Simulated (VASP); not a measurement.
# NaH (Fm-3m) in VASP: notebook, part 2 of 2

VASP 6.6.1. The steps go on from the part before.

### Step 5. Elastic constants, PBEsol

This run uses another cell than the first one, of 12.08 Å³/atom, 1.226 times its volume.

INCAR

```
SYSTEM = NaH
PREC     = Accurate       ! precision mode
ENCUT    = 600            ! plane-wave cutoff, eV
EDIFF    = 1E-8           ! SCF threshold, eV
ISMEAR   = 0              ! smearing method
SIGMA    = 0.01           ! smearing width, eV
LREAL    = .FALSE.        ! projectors in reciprocal space
LASPH    = .TRUE.         ! aspherical terms in the spheres
NELM     = 80             ! most SCF steps
ALGO     = Normal         ! electronic algorithm
ISIF     = 3              ! what is computed and relaxed
LWAVE    = .FALSE.        ! write WAVECAR
LCHARG   = .FALSE.        ! write CHGCAR
GGA      = PS             ! functional
IBRION   = 6              ! ionic algorithm
NFREE    = 2            
POTIM    = 0.015          ! step
NSW      = 1              ! ionic steps
```

KPOINTS

```
Automatic mesh
0
G
  8 8 8
  0 0 0
```

POSCAR

```
NaH
1.0
    0.0000000000      2.2944278526      2.2944278526
    2.2944278526      0.0000000000      2.2944278526
    2.2944278526      2.2944278526      0.0000000000
Na H
1 1
Direct
    0.0000000000      0.0000000000      0.0000000000
    0.5000000000      0.5000000000      0.5000000000
```

Potentials or basis: VASP PAW PBE potentials, release 64 (Na_pv, H).

Run with:

```sh
$ cat potpaw_PBE.64/Na_pv/POTCAR potpaw_PBE.64/H/POTCAR > POTCAR
$ mpirun -np 1 vasp_std > vasp.out
```

OUTCAR:

```text
SYSTEM = NaH
   PREC = Accurate
   ENCUT = 600
   EDIFF = 1E-8
   ISMEAR = 0
   LREAL = .FALSE.
   LASPH = .TRUE.
   NELM = 80
   ISIF = 3
   GGA = PS
   IBRION = 6
   NFREE = 2
   POTIM = 0.015
   NSW = 1

 ion  position               nearest neighbor table
   1  0.000  0.000  0.000-
   2  0.500  0.500  0.500-

  LATTYP: Found a face centered cubic cell.
 ALAT       =     4.5888557052

  Lattice vectors:

 A1 = (   0.0000000000,   2.2944278526,   2.2944278526)
 A2 = (   2.2944278526,   0.0000000000,   2.2944278526)
 A3 = (   2.2944278526,   2.2944278526,   0.0000000000)

Analysis of symmetry for initial positions (statically):
=====================================================================
 Subroutine PRICEL returns:
 Original cell was already a primitive cell.

 Routine SETGRP: Setting up the symmetry group for a
 face centered cubic supercell.

 Subroutine GETGRP returns: Found 48 space group operations
 (whereof 48 operations were pure point group operations)
 out of a pool of 48 trial point group operations.

The static configuration has the point symmetry O_h .

Analysis of symmetry for dynamics (positions and initial velocities):
=====================================================================
[... 631 lines left out ...]
  Total        0.6083629      0.6064297      0.6064297     -0.0000000      0.0000000      0.0000000
  in kB       40.3478221     40.2196080     40.2196080     -0.0000000      0.0000000      0.0000000
  external PRESSURE =      40.2623460 kB  Pullay stress =       0.0000000 kB
[... 17 lines left out ...]
  FREE ENERGIE OF THE ION-ELECTRON SYSTEM (eV)
  ---------------------------------------------------
  free  energy   TOTEN  =        -5.0470814332 eV

  energy  without entropy=       -5.0470814332  energy(sigma->0) =       -5.04708143

 INTERNAL STRAIN TENSORS FROM STRAINED CELLS
 ============================================

 INTERNAL STRAIN TENSOR FOR ION    1 for displacements in x,y,z  (eV/Angst):
          X           Y           Z          XY          YZ          ZX
  --------------------------------------------------------------------------------
  x     0.00000     0.00000     0.00000     0.00000    -0.00000    -0.00000
  y     0.00000     0.00000    -0.00000    -0.00000    -0.00000    -0.00000
  z     0.00000    -0.00000     0.00000     0.00000    -0.00000     0.00000

 INTERNAL STRAIN TENSORS FROM DISPLACED ATOMS
 ============================================

 INTERNAL STRAIN TENSOR FOR ION    1 for displacements in x,y,z  (eV/Angst):
          X           Y           Z          XY          YZ          ZX
  --------------------------------------------------------------------------------
  x     0.00000     0.00000     0.00000     0.00000     0.00000     0.00000
  y     0.00000     0.00000     0.00000     0.00000     0.00000     0.00000
  z     0.00000     0.00000     0.00000     0.00000     0.00000     0.00000

 INTERNAL STRAIN TENSOR FOR ION    2 for displacements in x,y,z  (eV/Angst):
          X           Y           Z          XY          YZ          ZX
  --------------------------------------------------------------------------------
  x     0.00000     0.00000     0.00000     0.00000     0.00000     0.00000
  y     0.00000     0.00000     0.00000     0.00000     0.00000     0.00000
  z     0.00000     0.00000     0.00000     0.00000     0.00000     0.00000

 Eigenvectors and eigenvalues of the dynamical matrix
 ----------------------------------------------------

   1 f  =   19.685036 THz   123.684728 2PiTHz  656.622119 cm-1    81.410730 meV
             X         Y         Z           dx          dy          dz
      0.000000  0.000000  0.000000     0.197262    0.051467    0.000000
      2.294428  2.294428  2.294428    -0.947287   -0.247155    0.000000
[... 21 lines left out ...]
   6 f/i=    0.006051 THz     0.038017 2PiTHz    0.201825 cm-1     0.025023 meV
             X         Y         Z           dx          dy          dz
      0.000000  0.000000  0.000000     0.839063   -0.504049    0.018637
      2.294428  2.294428  2.294428     0.174726   -0.104963    0.003881

--------------------------------------------------------------------------------------------------------

 ELASTIC MODULI CONTR FROM IONIC RELAXATION (kBar)
 Direction    XX          YY          ZZ          XY          YZ          ZX
 --------------------------------------------------------------------------------
 XX           0.0000      0.0000      0.0000      0.0000      0.0000      0.0000
 YY           0.0000      0.0000      0.0000      0.0000      0.0000      0.0000
 ZZ           0.0000      0.0000      0.0000      0.0000      0.0000      0.0000
 XY           0.0000      0.0000      0.0000      0.0000      0.0000      0.0000
 YZ           0.0000      0.0000      0.0000      0.0000      0.0000      0.0000
 ZX           0.0000      0.0000      0.0000      0.0000      0.0000      0.0000
 --------------------------------------------------------------------------------

 TOTAL ELASTIC MODULI (kBar)
 Direction    XX          YY          ZZ          XY          YZ          ZX
 --------------------------------------------------------------------------------
 XX         739.5015    143.1653    143.1653     -0.0000     -0.0000      0.0000
 YY         143.1653    739.5015    143.1653     -0.0000      0.0000      0.0000
 ZZ         143.1653    143.1653    739.5015     -0.0000      0.0000     -0.0000
 XY          -0.0000     -0.0000     -0.0000    245.1294      0.0000      0.0000
 YZ          -0.0000      0.0000      0.0000      0.0000    245.1294      0.0000
 ZX           0.0000      0.0000     -0.0000      0.0000      0.0000    245.1294
 --------------------------------------------------------------------------------
```

OSZICAR:

```text
N       E                     dE             d eps       ncg     rms          rms(c)
DAV:   1     0.179962569276E+02    0.17996E+02   -0.52294E+03   464   0.115E+03
DAV:   2    -0.502885720805E+01   -0.23025E+02   -0.23025E+02   504   0.137E+02
DAV:   3    -0.544682815199E+01   -0.41797E+00   -0.41797E+00   592   0.254E+01
[... 175 lines left out ...]
DAV:   2    -0.504722785458E+01    0.18393E-03   -0.13618E-03  1096   0.299E-01    0.734E-02
DAV:   3    -0.504708068536E+01    0.14717E-03   -0.21856E-04  1200   0.735E-02    0.407E-03
DAV:   4    -0.504708117364E+01   -0.48828E-06   -0.21022E-06  1048   0.123E-02    0.231E-03
DAV:   5    -0.504708143610E+01   -0.26246E-06   -0.34201E-07  1168   0.466E-03    0.360E-04
DAV:   6    -0.504708143316E+01    0.29480E-08   -0.11729E-08  1000   0.101E-03
  17 F= -.50470814E+01 E0= -.50470814E+01  d E =-.174482E-35
```

stdout:

```text
POSCAR found type information on POSCAR NaH
 POSCAR found :  2 types and       2 ions
 scaLAPACK will be used
 -----------------------------------------------------------------------------
|                                                                             |
|                                                                             |
|     You enforced a specific xc type in the INCAR file but a different       |
|     I HOPE YOU KNOW WHAT YOU ARE DOING!                                     |
[... 32 lines left out ...]
 Finite differences progress:
 bond charge predicted
 Finite differences progress:
 bond charge predicted
 Finite differences progress:
 bond charge predicted
 Finite differences progress:
 bond charge predicted
 Finite differences progress:
 bond charge predicted
 Finite differences progress:
 bond charge predicted
 Finite differences progress:
```

Wall time 93 s (1 thread of Intel Xeon 6975P-C (Granite Rapids), shared host); peak memory 0.21 GiB.

What came out:

* Elastic constants C11, C12, C44: 74, 14, 25 GPa
* Voigt bulk modulus: 34 GPa
* Highest phonon frequency at Γ, LO-TO splitting left out: 657 cm⁻¹

Phonon frequencies in cm⁻¹ (negative: imaginary):
```tsv
q point	frequencies
(0.000, 0.000, 0.000)	0 0 0 657 657 657
```

Elastic tensor in Voigt notation (GPa, in the Cartesian axes of the cell as first typed):
```
74 14 14  0  0  0
14 74 14  0  0  0
14 14 74  0  0  0
 0  0  0 25  0  0
 0  0  0  0 25  0
 0  0  0  0  0 25
```

Clamped-ion elastic tensor (GPa):
```
74 14 14  0  0  0
14 74 14  0  0  0
14 14 74  0  0  0
 0  0  0 25  0  0
 0  0  0  0 25  0
 0  0  0  0  0 25
```

Caveat: the cell is under stress, which shifts elastic constants; the PAW data sets were made with another functional, which shifts forces and pressure a little.
